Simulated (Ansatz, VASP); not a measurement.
**Two plane-wave programs on HfO2**

File INCAR:

```
  PREC = Accurate
  ENCUT = 520
  EDIFF = 1E-6
  ISMEAR = 0
  SIGMA = 0.05
  LREAL = False
  LASPH = True
  NELM = 80
  ALGO = Normal
  ISIF = 2
  LWAVE = False
  LCHARG = True
  GGA = PE
  LELF = True
  LVHAR = True
  NBANDS = 31
```

KPOINTS

```
regular mesh
0
Gamma
  6 6 4
```

POSCAR

```
HfO2
1.0
    3.5141971928      0.0000000000      0.0000000000
    0.0000000000      3.5141971928      0.0000000000
    0.0000000000      0.0000000000      5.5271655126
Hf O
2 4
Direct
    0.5000000000      0.5000000000      0.5000000000
    0.0000000000      0.0000000000      0.0000000000
    0.0000000000      0.5000000000      0.6932521152
    0.5000000000      0.0000000000      0.8067478848
    0.5000000000      0.0000000000      0.3067478848
    0.0000000000      0.5000000000      0.1932521152
```

Input for Ansatz:

```yaml
crystal:
  lattice:
    - [3.5141971928, 0.0, 0.0]
    - [0.0, 3.5141971928, 0.0]
    - [0.0, 0.0, 5.5271655126]
  atoms:
    - { symbol: Hf, position: [0.5, 0.5, 0.5] }
    - { symbol: Hf, position: [0.0, 0.0, 0.0] }
    - { symbol: O, position: [0.0, 0.5, 0.6932521152] }
    - { symbol: O, position: [0.5, 0.0, 0.8067478848] }
    - { symbol: O, position: [0.5, 0.0, 0.3067478848] }
    - { symbol: O, position: [0.0, 0.5, 0.1932521152] }
basis:
  ecutwfc: 420
kpoints:
  mp_grid: { grid: [6, 6, 4] }
hamiltonian:
  xc: pbe
scf:
  occupations: { method: gaussian, width: 0.05 }
output:
  forces: true
  stress: true
  eigenvalues: true
```

Change from the starting cell: strain -0.025 along x and y, +0.050 along z, atoms carried along.

Alike in both runs: task single point; functional PBE; k mesh 6 × 6 × 4; occupations gaussian, width 0.05 eV; no spin polarisation.

|  | VASP | Ansatz |
| --- | --- | --- |
| version | VASP 6.6.1 | Ansatz 0.2.0 |
| potentials or method | VASP PAW PBE potentials, release 64 (Hf_pv, O), cutoff 520 eV | scalar-relativistic, plane waves, PAW |
| valence electrons in the cell | 44 | 76 |

VASP gave:

| Property | Result |
| --- | --- |
| gap on the k mesh at the Fermi level (eV) | 4.48 |
| least direct gap on the mesh (eV) | 4.52 |
| pressure (GPa) | -0.7 |
| traceless stress, the component that is largest in VASP (GPa) | -15.39 |
| rms of the force components (eV/Å) | 0.186 |

Task: What did Ansatz give for the same quantities?

Result: gap on the k mesh at the Fermi level (eV): 4.51; least direct gap on the mesh (eV): 4.54; pressure (GPa): 2.3; traceless stress, the component that is largest in VASP (GPa): -15.20; rms of the force components (eV/Å): 0.159.

Atom by atom the forces differ by 0.027 eV/Å (rms over components). VASP's potentials hold 44 valence electrons a cell and Ansatz's 76, so a difference there can come from the potentials and not from the codes.

Neither program's run includes spin-orbit coupling.
